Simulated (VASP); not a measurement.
# Li3TeF (Pm-3m) in VASP: further runs

Runs on Li3TeF. Level: PBEsol. Tasks: vibrations by perturbation theory.

Everything below comes from runs of VASP 6.6.1. Logs are shortened: lines on timing, memory, paths and dates and some standing lists are left out, and cuts for length are marked.

## 1. The cell of the first run

It takes space group Pm-3m (No. 221, cubic). The conventional cell has a = 4.117 Å, b = 4.117 Å, c = 4.117 Å, α = 90.00°, β = 90.00°, γ = 90.00°. Te (site symmetry m-3m) has 12 Li at 2.91 Å and 8 F at 3.56 Å within 3.8 Å. Within 2.7 Å of F (site symmetry m-3m) lie 6 Li at 2.06 Å. Within 2.7 Å of Li (site symmetry 4/mmm) lie 2 F at 2.06 Å.

## 2. Vibrations by perturbation theory, PBEsol

Contents of INCAR:

```
SYSTEM = Li3TeF
  PREC = Accurate
  ENCUT = 520
  EDIFF = 1E-8
  ISMEAR = 0
  SIGMA = 0.01
  LREAL = .FALSE.
  LASPH = .TRUE.
  NELM = 60
  ALGO = Normal
  ISIF = 2
  LWAVE = .FALSE.
  LCHARG = .TRUE.
  GGA = PS
  IBRION = 8
  NSW = 1
  LEPSILON = .TRUE.
```

Contents of KPOINTS:

```
regular mesh
0
G
  6 6 6
  0 0 0
```

Contents of POSCAR:

```
Li3TeF
1.0
    4.1165000000      0.0000000000      0.0000000000
    0.0000000000      4.1165000000      0.0000000000
    0.0000000000      0.0000000000      4.1165000000
Te F Li
1 1 3
Direct
    0.0000000000      0.0000000000      0.0000000000
    0.5000000000      0.5000000000      0.5000000000
    0.5000000000      0.5000000000      0.0000000000
    0.5000000000      0.0000000000      0.5000000000
    0.0000000000      0.5000000000      0.5000000000
```

Potentials or basis: VASP PAW PBE potentials, release 64 (Te, F, Li_sv).

On the command line:

```console
cat potpaw_PBE.64/Te/POTCAR potpaw_PBE.64/F/POTCAR potpaw_PBE.64/Li_sv/POTCAR > POTCAR
mpirun -np 1 vasp_std > vasp.out
```

OUTCAR:

```text
SYSTEM = Li3TeF
   PREC = Accurate
   ENCUT = 520
   EDIFF = 1E-8
   ISMEAR = 0
   LREAL = .FALSE.
   LASPH = .TRUE.
   NELM = 60
   ISIF = 2
   GGA = PS
   IBRION = 8
   NSW = 1
   LEPSILON = .TRUE.

 ion  position               nearest neighbor table
   1  0.000  0.000  0.000-   3 2.91   4 2.91   5 2.91   4 2.91   5 2.91   3 2.91   5 2.91   5 2.91
                             3 2.91   4 2.91   4 2.91   3 2.91
   2  0.500  0.500  0.500-   3 2.06   4 2.06   5 2.06   3 2.06   4 2.06   5 2.06
   3  0.500  0.500  0.000-   2 2.06   2 2.06   1 2.91   1 2.91   1 2.91   1 2.91
   4  0.500  0.000  0.500-   2 2.06   2 2.06   1 2.91   1 2.91   1 2.91   1 2.91
   5  0.000  0.500  0.500-   2 2.06   2 2.06   1 2.91   1 2.91   1 2.91   1 2.91

  LATTYP: Found a simple cubic cell.
 ALAT       =     4.1165000000

  Lattice vectors:

 A1 = (   4.1165000000,   0.0000000000,   0.0000000000)
 A2 = (   0.0000000000,   4.1165000000,   0.0000000000)
 A3 = (   0.0000000000,   0.0000000000,   4.1165000000)

Analysis of symmetry for initial positions (statically):
=====================================================================
 Subroutine PRICEL returns:
 Original cell was already a primitive cell.

 Routine SETGRP: Setting up the symmetry group for a
 simple cubic supercell.

 Subroutine GETGRP returns: Found 48 space group operations
 (whereof 48 operations were pure point group operations)
 out of a pool of 48 trial point group operations.

The static configuration has the point symmetry O_h .

Analysis of symmetry for dynamics (positions and initial velocities):
=====================================================================
 Subroutine PRICEL returns:
 Original cell was already a primitive cell.

 Routine SETGRP: Setting up the symmetry group for a
 simple cubic supercell.

 Subroutine GETGRP returns: Found 48 space group operations
 (whereof 48 operations were pure point group operations)
 out of a pool of 48 trial point group operations.

The dynamic configuration has the point symmetry O_h .

 Subroutine INISYM returns: Found 48 space group operations
 (whereof 48 operations are pure point group operations),
 and found     1 'primitive' translations

----------------------------------------------------------------------------------------

                                     Primitive cell

  volume of cell :      69.7564

  direct lattice vectors                    reciprocal lattice vectors
     4.116500000  0.000000000  0.000000000     0.242924815  0.000000000  0.000000000
     0.000000000  4.116500000  0.000000000     0.000000000  0.242924815  0.000000000
     0.000000000  0.000000000  4.116500000     0.000000000  0.000000000  0.242924815

  length of vectors
     4.116500000  4.116500000  4.116500000     0.242924815  0.242924815  0.242924815

  position of ions in fractional coordinates (direct lattice)
     0.000000000  0.000000000  0.000000000
     0.500000000  0.500000000  0.500000000
     0.500000000  0.500000000  0.000000000
     0.500000000  0.000000000  0.500000000
     0.000000000  0.500000000  0.500000000

  ion indices of the primitive-cell ions
   primitive index   ion index
                 1           1
                 2           2
                 3           3
                 4           4
                 5           5

----------------------------------------------------------------------------------------

 KPOINTS: regular mesh

Automatic generation of k-mesh.
 Grid dimensions read from file:
 generate k-points for:    6    6    6

 Generating k-lattice:

[... 526 lines left out ...]
     0.00000 -0.00052 -0.00000           (  0.00000 -0.00001  0.00000)
     0.00000  0.00000  0.00055           (  0.00000  0.00000  0.00004)

 PIEZOELECTRIC TENSOR FIELD DIRECTION 3  (C/m^2)
 -----------------------------------------------------------------------------
    -0.00012  0.00000  0.00000
     0.00000 -0.00012 -0.00000
     0.00000  0.00000  0.00013

[... ionic steps 4 to 9 ...]

--------------------------------------- Ionic step       10  -------------------------------------------

------------------------ aborting loop because EDIFF is reached ----------------------------------------

[... ionic steps 11 to 11 ...]

--------------------------------------- Ionic step       12  -------------------------------------------

 Free energy of the ion-electron system (eV)
  ---------------------------------------------------
  ---------------------------------------------------
  free energy    TOTEN  =        -0.16300956 eV

  energy without entropy =       -0.16300956

------------------------ aborting loop because EDIFF is reached ----------------------------------------

 INTERNAL STRAIN TENSOR  FOR ION    3  DIRECTION 3   (eV/Angst):
 -----------------------------------------------------------------------------
    -0.00055  0.00000 -0.00000
     0.00000 -0.00055  0.00000
    -0.00000  0.00000 -0.00549

 MACROSCOPIC STATIC DIELECTRIC TENSOR (including local field effects in DFT)
 ------------------------------------------------------
           5.295193     0.000000    -0.000000
           0.000000     5.295193     0.000000
          -0.000000    -0.000000     5.295193
 ------------------------------------------------------

 PIEZOELECTRIC TENSOR (including local field effects)  for field in x, y, z        (e  Angst)
          XX          YY          ZZ          XY          YZ          ZX
  --------------------------------------------------------------------------------
  x     0.00000     0.00000     0.00000     0.00000     0.00000     0.00000
  y     0.00000     0.00000     0.00000     0.00000     0.00000     0.00000
  z     0.00000     0.00000     0.00000     0.00000     0.00000     0.00000

 PIEZOELECTRIC TENSOR (including local field effects)  for field in x, y, z        (C/m^2)
          XX          YY          ZZ          XY          YZ          ZX
  --------------------------------------------------------------------------------
  x     0.00000     0.00000     0.00000     0.00000     0.00000     0.00000
  y     0.00000     0.00000     0.00000     0.00000     0.00000     0.00000
  z     0.00000     0.00000     0.00000     0.00000     0.00000     0.00000

 BORN EFFECTIVE CHARGES (including local field effects) (in |e|, cummulative output)
 ---------------------------------------------------------------------------------
 ion    1
    1    -1.97932    -0.00000    -0.00000
    2     0.00000    -1.97932     0.00000
    3    -0.00000    -0.00000    -1.97932
 ion    2
    1    -1.68546     0.00000     0.00000
    2     0.00000    -1.68546     0.00000
    3     0.00000     0.00000    -1.68546
 ion    3
    1     1.40604     0.00000     0.00000
    2    -0.00000     1.40604    -0.00000
    3    -0.00000     0.00000     0.85269
 ion    4
    1     1.40604    -0.00000     0.00000
    2     0.00000     0.85269    -0.00000
    3     0.00000    -0.00000     1.40604
 ion    5
    1     0.85269    -0.00000    -0.00000
    2    -0.00000     1.40604     0.00000
    3    -0.00000     0.00000     1.40604

 INTERNAL STRAIN TENSOR FOR ION    5 for displacements in x,y,z  (eV/Angst):
          X           Y           Z          XY          YZ          ZX
  --------------------------------------------------------------------------------
  x     0.00000     0.00000     0.00000     0.00000     0.00000     0.00000
  y     0.00000     0.00000     0.00000     0.00000     0.00000     0.00000
  z     0.00000     0.00000     0.00000     0.00000     0.00000     0.00000

 SECOND DERIVATIVES (NOT SYMMETRIZED)
 ------------------------------------
               1X          1Y          1Z          2X          2Y          2Z          3X          3Y          3Z          4X          4Y          4Z          5X          5Y          5Z
  1X    -3.781824    0.000000   -0.000000    1.779997    0.000000   -0.000000    0.848943   -0.000000    0.000000    0.848943    0.000000    0.000000    0.303940   -0.000000    0.000000
  1Y     0.000000   -3.781824   -0.000000   -0.000000    1.779997   -0.000000   -0.000000    0.848943   -0.000000   -0.000000    0.303940    0.000000    0.000000    0.848943    0.000000
  1Z     0.000000   -0.000000   -3.781824   -0.000000   -0.000000    1.779997    0.000000    0.000000    0.303940    0.000000   -0.000000    0.848943   -0.000000    0.000000    0.848943
  2X     1.784224    0.000000    0.000000   -2.982720    0.000000    0.000000    0.473100   -0.000000    0.000000    0.473100    0.000000    0.000000    0.252296    0.000000    0.000000
  2Y     0.000000    1.784224    0.000000    0.000000   -2.982720    0.000000   -0.000000    0.473100    0.000000    0.000000    0.252296    0.000000    0.000000    0.473100    0.000000
  2Z    -0.000000   -0.000000    1.784224    0.000000    0.000000   -2.982720    0.000000    0.000000    0.252296    0.000000    0.000000    0.473100    0.000000    0.000000    0.473100
  3X     0.752374    0.000000    0.000000    0.532927    0.000000    0.000000   -2.024705    0.000000    0.000000   -0.046656    0.000000    0.000000    0.786060    0.000000    0.000000
  3Y     0.000000    0.752374    0.000000    0.000000    0.532927    0.000000    0.000000   -2.024705    0.000000    0.000000    0.786060    0.000000    0.000000   -0.046656    0.000000
  3Z     0.000000    0.000000    0.329764   -0.000000    0.000000    0.342579   -0.000000   -0.000000   -2.103428    0.000000    0.000000    0.715543    0.000000    0.000000    0.715543
  4X     0.752374    0.000000    0.000000    0.532927    0.000000    0.000000   -0.046656    0.000000    0.000000   -2.024705    0.000000    0.000000    0.786060    0.000000    0.000000
  4Y     0.000000    0.329764    0.000000    0.000000    0.342579   -0.000000   -0.000000    0.715543    0.000000   -0.000000   -2.103428    0.000000   -0.000000    0.715543    0.000000
  4Z     0.000000    0.000000    0.752374    0.000000    0.000000    0.532927    0.000000    0.000000    0.786060    0.000000    0.000000   -2.024705    0.000000    0.000000   -0.046656
  5X     0.329764    0.000000    0.000000    0.342579   -0.000000    0.000000    0.715543   -0.000000    0.000000    0.715543   -0.000000    0.000000   -2.103428   -0.000000    0.000000
  5Y     0.000000    0.752374    0.000000    0.000000    0.532927    0.000000    0.000000   -0.046656    0.000000    0.000000    0.786060    0.000000    0.000000   -2.024705    0.000000
  5Z     0.000000    0.000000    0.752374    0.000000    0.000000    0.532927    0.000000    0.000000    0.786060    0.000000    0.000000   -0.046656    0.000000    0.000000   -2.024705

 Eigenvectors and eigenvalues of the dynamical matrix
 ----------------------------------------------------

   1 f  =   10.511626 THz    66.046493 2PiTHz  350.630098 cm-1    43.472572 meV
             X         Y         Z           dx          dy          dz
      0.000000  0.000000  0.000000     0.001756   -0.039356   -0.000000
      2.058250  2.058250  2.058250     0.003729   -0.083561    0.000000
      2.058250  2.058250  0.000000    -0.022501    0.504245   -0.000000
      2.058250  0.000000  2.058250    -0.022501   -0.693509   -0.000000
      0.000000  2.058250  2.058250     0.030947    0.504245    0.000000
[... 105 lines left out ...]
  15 f/i=    0.075253 THz     0.472832 2PiTHz    2.510186 cm-1     0.311223 meV
             X         Y         Z           dx          dy          dz
      0.000000  0.000000  0.000000     0.799877    0.331847   -0.052145
      2.058250  2.058250  2.058250     0.320458    0.132949   -0.020891
      2.058250  2.058250  0.000000     0.188783    0.078321   -0.012420
      2.058250  0.000000  2.058250     0.188783    0.079042   -0.012307
      0.000000  2.058250  2.058250     0.190522    0.078321   -0.012307

--------------------------------------------------------------------------------------------------------

 MACROSCOPIC STATIC DIELECTRIC TENSOR IONIC CONTRIBUTION
 ------------------------------------------------------
          10.933521     0.000000     0.000000
           0.000000    10.933521    -0.000000
           0.000000    -0.000000    10.933521
 ------------------------------------------------------

 ELASTIC MODULI CONTR FROM IONIC RELAXATION (kBar)
 Direction    XX          YY          ZZ          XY          YZ          ZX
 --------------------------------------------------------------------------------
 XX           0.0000      0.0000      0.0000      0.0000      0.0000      0.0000
 YY           0.0000      0.0000      0.0000      0.0000      0.0000      0.0000
 ZZ           0.0000      0.0000      0.0000      0.0000      0.0000      0.0000
 XY           0.0000      0.0000      0.0000      0.0000      0.0000      0.0000
 YZ           0.0000      0.0000      0.0000      0.0000      0.0000      0.0000
 ZX           0.0000      0.0000      0.0000      0.0000      0.0000      0.0000
 --------------------------------------------------------------------------------

 PIEZOELECTRIC TENSOR IONIC CONTR  for field in x, y, z        (C/m^2)
          XX          YY          ZZ          XY          YZ          ZX
  --------------------------------------------------------------------------------
  x     0.00000     0.00000     0.00000     0.00000     0.00000     0.00000
  y     0.00000     0.00000     0.00000     0.00000     0.00000     0.00000
  z     0.00000     0.00000     0.00000     0.00000     0.00000     0.00000
```

It took 6.8 min on 1 thread of AMD EPYC 9R45 (Zen 5), shared host; peak memory 0.35 GiB.

What came out:

| Property | Result |
| --- | --- |
| Electronic dielectric tensor (diagonal) | 5.30 |
| Born charges (mean of the diagonal) | Te -1.98; F -1.69; Li +1.22 e |
| Highest phonon frequency at Γ, LO-TO splitting left out | 351 cm⁻¹ |

Phonon frequencies in cm⁻¹ (negative: imaginary):
```csv
q point,frequencies
"(0.000, 0.000, 0.000)",-3 -3 -3 179 179 179 240 240 240 277 277 277 351 351 351
```

Electronic dielectric tensor:
```
5.30 0.00 0.00
0.00 5.30 0.00
0.00 0.00 5.30
```

Born effective charge tensors (e):
atom 1, Te
```
-1.98  0.00  0.00
 0.00 -1.98  0.00
 0.00  0.00 -1.98
```
atom 2, F
```
-1.69  0.00  0.00
 0.00 -1.69  0.00
 0.00  0.00 -1.69
```
atom 3, Li
```
1.41 0.00 0.00
0.00 1.41 0.00
0.00 0.00 0.85
```
atom 4, Li
```
1.41 0.00 0.00
0.00 0.85 0.00
0.00 0.00 1.41
```
atom 5, Li
```
0.85 0.00 0.00
0.00 1.41 0.00
0.00 0.00 1.41
```

Caveat: the cell stands under pressure or tension, which shifts response properties; the cutoff is under 1.25 times the usual one of these potentials, so pressure, stress and relaxed cells hold a basis-set (Pulay) error; the PAW data sets were made with another functional, which shifts forces and pressure a little; spin-orbit coupling is left out, which moves the levels of the heavy elements.

## 3. Vibrations by perturbation theory, PBEsol

This run uses another cell than the first one, of 14.72 Å³/atom.

Contents of INCAR:

```
ALGO = Normal ; EDIFF = 1E-8
ENCUT = 520 ; GGA = PS
IBRION = 8 ; ISIF = 2
ISMEAR = 0 ; LASPH = True
LCHARG = True ; LEPSILON = True
LREAL = False ; LWAVE = False
NBANDS = 19 ; NELM = 60
NSW = 1 ; PREC = Accurate
SIGMA = 0.01
```

Contents of KPOINTS:

```
k-points
0
Gamma
  6 6 6
```

Changes to POSCAR since step 2:

```diff
@@ -2,5 +2,5 @@
 1.0
-    4.1165000000      0.0000000000      0.0000000000
-    0.0000000000      4.1165000000      0.0000000000
-    0.0000000000      0.0000000000      4.1165000000
+    4.1904000000      0.0000000000      0.0000000000
+    0.0000000000      4.1904000000      0.0000000000
+    0.0000000000      0.0000000000      4.1904000000
 Te F Li
```

Potentials or basis: VASP PAW PBE potentials, release 64 (Te, F, Li_sv).

On the command line:

```console
cat potpaw_PBE.64/Te/POTCAR potpaw_PBE.64/F/POTCAR potpaw_PBE.64/Li_sv/POTCAR > POTCAR
mpirun -np 1 vasp_std > vasp.out
```

OUTCAR:

```text
EDIFF = 1E-8
   ENCUT = 520
   GGA = PS
   IBRION = 8
   ISIF = 2
   ISMEAR = 0
   LASPH = True
   LEPSILON = True
   LREAL = False
   NELM = 60
   NSW = 1
   PREC = Accurate

 ion  position               nearest neighbor table
   1  0.000  0.000  0.000-   3 2.96   4 2.96   5 2.96   4 2.96   5 2.96   3 2.96   5 2.96   5 2.96
                             3 2.96   4 2.96   4 2.96   3 2.96
   2  0.500  0.500  0.500-   3 2.10   4 2.10   5 2.10   3 2.10   4 2.10   5 2.10
   3  0.500  0.500  0.000-   2 2.10   2 2.10   1 2.96   1 2.96   1 2.96   1 2.96
   4  0.500  0.000  0.500-   2 2.10   2 2.10   1 2.96   1 2.96   1 2.96   1 2.96
   5  0.000  0.500  0.500-   2 2.10   2 2.10   1 2.96   1 2.96   1 2.96   1 2.96
[... 911 lines left out ...]
      2.095200  0.000000  2.095200     0.015824    0.000510   -0.203281
      0.000000  2.095200  2.095200     0.015783    0.000511   -0.203281

--------------------------------------------------------------------------------------------------------

 MACROSCOPIC STATIC DIELECTRIC TENSOR IONIC CONTRIBUTION
 ------------------------------------------------------
          15.773936     0.000000    -0.000000
           0.000000    15.773936     0.000000
          -0.000000     0.000000    15.773936
 ------------------------------------------------------

 ELASTIC MODULI CONTR FROM IONIC RELAXATION (kBar)
 Direction    XX          YY          ZZ          XY          YZ          ZX
 --------------------------------------------------------------------------------
 XX           0.0000      0.0000      0.0000      0.0000      0.0000      0.0000
 YY           0.0000      0.0000      0.0000      0.0000      0.0000      0.0000
 ZZ           0.0000      0.0000      0.0000      0.0000      0.0000      0.0000
 XY           0.0000      0.0000      0.0000      0.0000      0.0000      0.0000
 YZ           0.0000      0.0000      0.0000      0.0000      0.0000      0.0000
 ZX           0.0000      0.0000      0.0000      0.0000      0.0000      0.0000
 --------------------------------------------------------------------------------

 PIEZOELECTRIC TENSOR IONIC CONTR  for field in x, y, z        (C/m^2)
          XX          YY          ZZ          XY          YZ          ZX
  --------------------------------------------------------------------------------
  x     0.00000     0.00000     0.00000     0.00000     0.00000     0.00000
  y     0.00000     0.00000     0.00000     0.00000     0.00000     0.00000
  z     0.00000     0.00000     0.00000     0.00000     0.00000     0.00000
```

Wall time 8.9 min (1 thread of AMD EPYC 9R45 (Zen 5), shared host); peak memory 0.42 GiB.

What came out:

```yaml
Electronic_dielectric_tensor_diagonal: 5.20
Born_charges_mean_of_the_diagonal: Te -2.03; F -1.68; Li +1.24 e
Highest_phonon_frequency_at_Γ_LO-TO_splitting_left_out: 324 cm⁻¹
```

Phonon frequencies in cm⁻¹ (negative: imaginary):
```tsv
q point	frequencies
(0.000, 0.000, 0.000)	-2 -2 -2 162 162 162 192 192 192 251 251 251 324 324 324
```

Electronic dielectric tensor:
```
5.20 0.00 0.00
0.00 5.20 0.00
0.00 0.00 5.20
```

Born effective charge tensors (e):
atom 1, Te
```
-2.03  0.00  0.00
 0.00 -2.03  0.00
 0.00  0.00 -2.03
```
atom 2, F
```
-1.68  0.00  0.00
 0.00 -1.68  0.00
 0.00  0.00 -1.68
```
atom 3, Li
```
1.43 0.00 0.00
0.00 1.43 0.00
0.00 0.00 0.85
```
atom 4, Li
```
1.43 0.00 0.00
0.00 0.85 0.00
0.00 0.00 1.43
```
atom 5, Li
```
0.85 0.00 0.00
0.00 1.43 0.00
0.00 0.00 1.43
```

Caveat: the cutoff is under 1.25 times the usual one of these potentials, so pressure, stress and relaxed cells hold a basis-set (Pulay) error; the PAW data sets were made with another functional, which shifts forces and pressure a little; spin-orbit coupling is left out, which moves the levels of the heavy elements.
